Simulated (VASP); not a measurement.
# Ge (Fd-3m) in VASP: further runs

Ge is run at these levels: PBE; tasks: single point.

All numbers are computed with VASP 6.6.1; they aren't measurements. Logs are shortened: lines on timing, memory, paths and dates and some standing lists are left out, and cuts for length are marked.

**1. The cell of the first run**

It takes space group Fd-3m (No. 227, cubic). Conventional cell: a = 5.181 Å, b = 5.181 Å, c = 5.181 Å, α = 90.00°, β = 90.00°, γ = 90.00°. Ge (site symmetry -43m) has 4 Ge at 2.24 Å within 3.0 Å.

**2. Single point, PBE**

Input file INCAR:

```
SYSTEM = Ge
PREC     = Accurate       ! precision mode
ENCUT    = 500            ! plane-wave cutoff, eV
EDIFF    = 1E-6           ! SCF threshold, eV
ISMEAR   = 0              ! smearing method
SIGMA    = 0.01           ! smearing width, eV
LREAL    = .FALSE.        ! projectors in reciprocal space
LASPH    = .TRUE.         ! aspherical terms in the spheres
NELM     = 120            ! most SCF steps
ALGO     = Normal         ! electronic algorithm
ISIF     = 2              ! what is computed and relaxed
LWAVE    = .FALSE.        ! write WAVECAR
LCHARG   = .FALSE.        ! write CHGCAR
GGA      = PE             ! functional
NBANDS   = 21             ! bands
GGA_COMPAT= .FALSE.
```

Input file KPOINTS:

```
Automatic mesh
0
G
  6 6 6
  0 0 0
```

Input file POSCAR:

```
Ge
1.0
    0.0000000000      2.5904133542      2.5904133542
    2.5904133542      0.0000000000      2.5904133542
    2.5904133542      2.5904133542      0.0000000000
Ge
2
Direct
    0.5000000000      0.5000000000      0.5000000000
    0.7500000000      0.7500000000      0.7500000000
```

Potentials or basis: VASP PAW PBE potentials, release 64 (Ge_d).

Run with:

```
$ cat potpaw_PBE.64/Ge_d/POTCAR > POTCAR
$ mpirun -np 1 vasp_std > vasp.out
```

OUTCAR:

```text
SYSTEM = Ge
   PREC = Accurate
   ENCUT = 500
   EDIFF = 1E-6
   ISMEAR = 0
   LREAL = .FALSE.
   LASPH = .TRUE.
   NELM = 120
   ISIF = 2
   GGA = PE

 ion  position               nearest neighbor table
   1  0.500  0.500  0.500-   2 2.24   2 2.24   2 2.24   2 2.24
   2  0.750  0.750  0.750-   1 2.24   1 2.24   1 2.24   1 2.24

  LATTYP: Found a face centered cubic cell.
 ALAT       =     5.1808267084

  Lattice vectors:

 A1 = (   0.0000000000,   2.5904133542,   2.5904133542)
 A2 = (   2.5904133542,   0.0000000000,   2.5904133542)
 A3 = (   2.5904133542,   2.5904133542,   0.0000000000)

Analysis of symmetry for initial positions (statically):
=====================================================================
 Subroutine PRICEL returns:
 Original cell was already a primitive cell.

 Routine SETGRP: Setting up the symmetry group for a
 face centered cubic supercell.

 Subroutine GETGRP returns: Found 48 space group operations
 (whereof 24 operations were pure point group operations)
 out of a pool of 48 trial point group operations.

The static configuration has the point symmetry T_d .
 The point group associated with its full space group is O_h .

Analysis of symmetry for dynamics (positions and initial velocities):
=====================================================================
 Subroutine PRICEL returns:
 Original cell was already a primitive cell.

 Routine SETGRP: Setting up the symmetry group for a
 face centered cubic supercell.

 Subroutine GETGRP returns: Found 48 space group operations
 (whereof 24 operations were pure point group operations)
 out of a pool of 48 trial point group operations.

The dynamic configuration has the point symmetry T_d .
 The point group associated with its full space group is O_h .

 Subroutine INISYM returns: Found 48 space group operations
 (whereof 24 operations are pure point group operations),
 and found     1 'primitive' translations

----------------------------------------------------------------------------------------

                                     Primitive cell

  volume of cell :      34.7646

  direct lattice vectors                    reciprocal lattice vectors
     0.000000000  2.590413354  2.590413354    -0.193019388  0.193019388  0.193019388
     2.590413354  0.000000000  2.590413354     0.193019388 -0.193019388  0.193019388
     2.590413354  2.590413354  0.000000000     0.193019388  0.193019388 -0.193019388

  length of vectors
     3.663397698  3.663397698  3.663397698     0.334319387  0.334319387  0.334319387

  position of ions in fractional coordinates (direct lattice)
     0.500000000  0.500000000  0.500000000
     0.750000000  0.750000000  0.750000000

  ion indices of the primitive-cell ions
   primitive index   ion index
                 1           1
                 2           2

----------------------------------------------------------------------------------------

 KPOINTS: Automatic mesh

Automatic generation of k-mesh.
 Grid dimensions read from file:
 generate k-points for:    6    6    6

 Generating k-lattice:

  Cartesian coordinates                     Fractional coordinates (reciprocal lattice)
    -0.032169898  0.032169898  0.032169898     0.166666667  0.000000000  0.000000000
     0.032169898 -0.032169898  0.032169898     0.000000000  0.166666667  0.000000000
     0.032169898  0.032169898 -0.032169898     0.000000000  0.000000000  0.166666667

  Length of vectors
     0.055719898  0.055719898  0.055719898

  Shift w.r.t. Gamma in fractional coordinates (k-lattice)
     0.000000000  0.000000000  0.000000000

 Subroutine IBZKPT returns following result:
 ===========================================

 Found     16 irreducible k-points:

 Following reciprocal coordinates:
            Coordinates               Weight
  0.000000  0.000000  0.000000      1.000000
  0.166667  0.000000  0.000000      8.000000
  0.333333  0.000000  0.000000      8.000000
  0.500000  0.000000  0.000000      4.000000
  0.166667  0.166667  0.000000      6.000000
  0.333333  0.166667  0.000000     24.000000
[... 8 lines left out ...]
 -0.333333  0.333333  0.166667     24.000000
 -0.333333  0.500000  0.166667     12.000000
   k-points           NKPTS =     16   k-points in BZ     NKDIM =     16   number of bands    NBANDS=     21
   number of dos      NEDOS =    301   number of ions     NIONS =      2
   total plane-waves  NPLWV =  21952
   dimension x,y,z NGX =    28 NGY =   28 NGZ =   28
   dimension x,y,z NGXF=    56 NGYF=   56 NGZF=   56
   ions per type =               2
   NGX,Y,Z   is equivalent  to a cutoff of  12.71, 12.71, 12.71 a.u.
   NGXF,Y,Z  is equivalent  to a cutoff of  25.41, 25.41, 25.41 a.u.
 SYSTEM =  Ge
   PREC   = accura    normal or accurate (medium, high low for compatibility)
   ISTART =      0    job   : 0-new  1-cont  2-samecut
   ICHARG =      2    charge: 1-file 2-atom 10-const
   ISPIN  =      1    spin polarized calculation?
   LNONCOLLINEAR =      F non collinear calculations
   LSORBIT =      F    spin-orbit coupling
   LASPH  =      T    aspherical Exc in radial PAW
   ENCUT  =  500.0 eV  36.75 Ry    6.06 a.u.   6.68  6.68  6.68*2*pi/ulx,y,z
   NELM   =    120;   NELMIN=  2; NELMDL= -5     # of ELM steps
   EDIFF  = 0.1E-05   stopping-criterion for ELM
   LREAL  =      F    real-space projection
[... 7 lines left out ...]
   TEBEG  =    0.0;   TEEND  =   0.0 temperature during run
   PSTRESS=    0.0 pullay stress
   NELECT =      28.0000    total number of electrons
   NUPDOWN=      -1.0000    fix difference up-down
   EMIN   =  10.00;   EMAX   =-10.00  energy-range for DOS
   EFERMI =   0.00;   METHOD = LEGACY
   ISMEAR =     0;   SIGMA  =   0.01  broadening in eV -4-tet -1-fermi 0-gaus
   EFERMI_NEDOS =   21; number of points for ismear=-14 and -15
   IALGO  =     38    algorithm
   IMIX   =      4    mixing-type and parameters
     AMIX     =   0.40;   BMIX     =  1.00
     AMIX_MAG =   1.60;   BMIX_MAG =  1.00
  volume/ion in A,a.u.               =      17.38       117.30
  Fermi-wavevector in a.u.,A,eV,Ry     =   1.523170  2.878374 31.566163  2.320048
  Thomas-Fermi vector in A             =   2.631650
   LORBIT       =      0    0 simple, 1 ext, 2 COOP (PROOUT), +10 PAW based schemes
   GGA     = PE    functional components
   LHFCALC =     F    Hartree Fock is set to
   AEXX    =    0.0000 exact exchange contribution
   IVDW    =     0    specifies the selected vdW correction
   LEPSILON=     F    determine dielectric tensor
   LRPA    =     F    only Hartree local field effects (RPA)
 non-spin polarized calculation
 Gauss-broadening in eV      SIGMA  =   0.01
  energy-cutoff  :      500.00
  volume of cell :       34.76
 maximum number of plane-waves:       899
   NGX = 13   NGY = 13   NGZ = 13

 number of electron      27.9999998 magnetization

 Free energy of the ion-electron system (eV)
  ---------------------------------------------------
  ext. energy  EPLUGINS =         0.00000000
  ---------------------------------------------------
  free energy    TOTEN  =        -7.79458302 eV

  energy without entropy =       -7.79458302  energy(sigma->0) =       -7.79458302

 E-fermi :   8.0389     XC(G=0): -11.2406

 val. band max:        7.9936184819   @ k =   0.0000   0.0000   0.0000
 cond. band min:       8.2212077745   @ k =   0.3333   0.3333   0.0000
 fundamental gap:      0.2275892926
 Fermi energy:         8.0388737037

 k-point     1 :       0.0000    0.0000    0.0000
  band No.  band energies     occupation
      1     -17.4385      2.00000
      2     -17.4385      2.00000
      3     -17.4385      2.00000
      4     -17.3776      2.00000
      5     -17.3776      2.00000
      6     -16.9736      2.00000
[... 13 lines left out ...]
     20      18.1946      0.00000
     21      18.1946      0.00000

 k-point     2 :       0.1667    0.0000    0.0000
  band No.  band energies     occupation
      1     -17.4629      2.00000
      2     -17.4629      2.00000
      3     -17.4310      2.00000
      4     -17.3410      2.00000
      5     -17.3410      2.00000
      6     -16.9960      2.00000
[... 13 lines left out ...]
     20      16.6456      0.00000
     21      16.6456      0.00000

 k-point     3 :       0.3333    0.0000    0.0000
  band No.  band energies     occupation
      1     -17.4800      2.00000
      2     -17.4800      2.00000
      3     -17.4162      2.00000
      4     -17.3052      2.00000
      5     -17.3052      2.00000
      6     -17.0157      2.00000
[... 13 lines left out ...]
     20      17.6321      0.00000
     21      17.6321      0.00000

 k-point     4 :       0.5000    0.0000    0.0000
  band No.  band energies     occupation
      1     -17.4824      2.00000
      2     -17.4824      2.00000
      3     -17.4087      2.00000
      4     -17.2973      2.00000
      5     -17.2973      2.00000
      6     -17.0172      2.00000
[... 13 lines left out ...]
     20      20.6431      0.00000
     21      20.6431      0.00000

 k-point     5 :       0.1667    0.1667    0.0000
  band No.  band energies     occupation
      1     -17.4640      2.00000
      2     -17.4549      2.00000
      3     -17.4549      2.00000
      4     -17.3451      2.00000
      5     -17.2994      2.00000
      6     -17.0693      2.00000
[... 13 lines left out ...]
     20      17.4529      0.00000
     21      18.7352      0.00000
[... 190 lines left out ...]
     20      22.4171      0.00000
     21      22.5821      0.00000

 k-point    14 :       0.5000    0.3333    0.1667
  band No.  band energies     occupation
      1     -17.5115      2.00000
      2     -17.5087      2.00000
      3     -17.3702      2.00000
      4     -17.2636      2.00000
      5     -17.1924      2.00000
      6     -17.1719      2.00000
[... 13 lines left out ...]
     20      19.4717      0.00000
     21      22.3038      0.00000

 k-point    15 :      -0.3333    0.3333    0.1667
  band No.  band energies     occupation
      1     -17.5324      2.00000
      2     -17.5123      2.00000
      3     -17.3293      2.00000
      4     -17.2298      2.00000
      5     -17.1802      2.00000
      6     -17.1715      2.00000
[... 13 lines left out ...]
     20      21.4663      0.00000
     21      21.6209      0.00000

 k-point    16 :      -0.3333    0.5000    0.1667
  band No.  band energies     occupation
      1     -17.5227      2.00000
      2     -17.5227      2.00000
      3     -17.2932      2.00000
      4     -17.2932      2.00000
      5     -17.1517      2.00000
      6     -17.1517      2.00000
[... 13 lines left out ...]
     20      21.2322      0.00000
     21      23.0149      0.00000

------------------------ aborting loop because EDIFF is reached ----------------------------------------

  FORCE on cell =-STRESS in cart. coord.  units (eV):
  Direction    XX          YY          ZZ          XY          YZ          ZX
  --------------------------------------------------------------------------------------
  -------------------------------------------------------------------------------------
  Total        8.5568119      8.5568119      8.5568119     -0.0000000     -0.0000000      0.0000000
  in kB      394.3531903    394.3531903    394.3531903     -0.0000000     -0.0000000      0.0000000
  external PRESSURE =     394.3531903 kB  Pullay stress =       0.0000000 kB

 VOLUME and BASIS-vectors are now :
 -----------------------------------------------------------------------------
  energy-cutoff  :      500.00
  volume of cell :       34.76
      direct lattice vectors                 reciprocal lattice vectors
     0.000000000  2.590413354  2.590413354    -0.193019388  0.193019388  0.193019388
     2.590413354  0.000000000  2.590413354     0.193019388 -0.193019388  0.193019388
     2.590413354  2.590413354  0.000000000     0.193019388  0.193019388 -0.193019388

 POSITION                                       TOTAL-FORCE (eV/Angst)
 -----------------------------------------------------------------------------------
      2.59041      2.59041      2.59041         0.000000      0.000000      0.000000
      3.88562      3.88562      3.88562        -0.000000     -0.000000     -0.000000
 -----------------------------------------------------------------------------------
    total drift:                                0.000000      0.000000      0.000000

  FREE ENERGIE OF THE ION-ELECTRON SYSTEM (eV)
  ---------------------------------------------------
  free  energy   TOTEN  =        -7.7945830212 eV

  energy  without entropy=       -7.7945830212  energy(sigma->0) =       -7.79458302
```

It took 7.9 s on 1 thread of AMD EPYC 7R13 (Zen 3), shared host; peak memory 0.12 GiB.

Results:

- Free energy: -7.7946 eV
- Pressure: 39.4 GPa
- Band gap on the k mesh: 0.23 eV (least direct gap 2.59 eV)

Caveat: the cell stands under pressure. A k mesh can miss the band edges.

**3. Single point, PBE**

This run uses another cell than the first one, of 18.28 Å³/atom.

Input file INCAR:

```
PREC = Accurate
ENCUT = 500
EDIFF = 1E-6
ISMEAR = 0
SIGMA = 0.01
LREAL = False
LASPH = True
NELM = 120
ALGO = Normal
ISIF = 2
LWAVE = False
LCHARG = True
GGA = PE
LELF = True
LVHAR = True
NBANDS = 21
GGA_COMPAT = False
```

Input file KPOINTS:

```
regular mesh
0
Gamma
  6 6 6
```

Input file POSCAR:

```
Ge
1.0
    0.0000000000      2.6341034206      2.6341034206
    2.6341034206      0.0000000000      2.6341034206
    2.6341034206      2.6341034206      0.0000000000
Ge
2
Direct
    0.5000000000      0.5000000000      0.5000000000
    0.7500000000      0.7500000000      0.7500000000
```

Potentials or basis: VASP PAW PBE potentials, release 64 (Ge_d).

Run with:

```
$ cat potpaw_PBE.64/Ge_d/POTCAR > POTCAR
$ mpirun -np 1 vasp_std > vasp.out
```

Run time: 8.5 s. Hardware: 1 thread of AMD EPYC 7R13 (Zen 3), shared host; peak memory 0.12 GiB.

The run converged. Its results:

```
Free energy            : -8.1821 eV
Pressure               : 29.6 GPa
Band gap on the k mesh : 0.33 eV (least direct gap 2.14 eV)
```

Levels at points of the mesh, in eV from the valence-band top:
```csv
k point,band 11,band 12,band 13,band 14,band 15,band 16,band 17,band 18
"(0.00, 0.00, 0.00)",-14.62,0.00,0.00,0.00,2.14,2.59,2.59,2.59
"(0.50, 0.00, 0.00)",-11.94,-8.83,-1.78,-1.78,0.92,3.78,3.78,7.11
"(0.50, 0.50, 0.00)",-9.85,-9.85,-3.93,-3.93,0.38,0.38,11.39,11.39
```

Caveat: the cell stands under pressure. A k mesh can miss the band edges.

(Continued in part 2 of 2.)
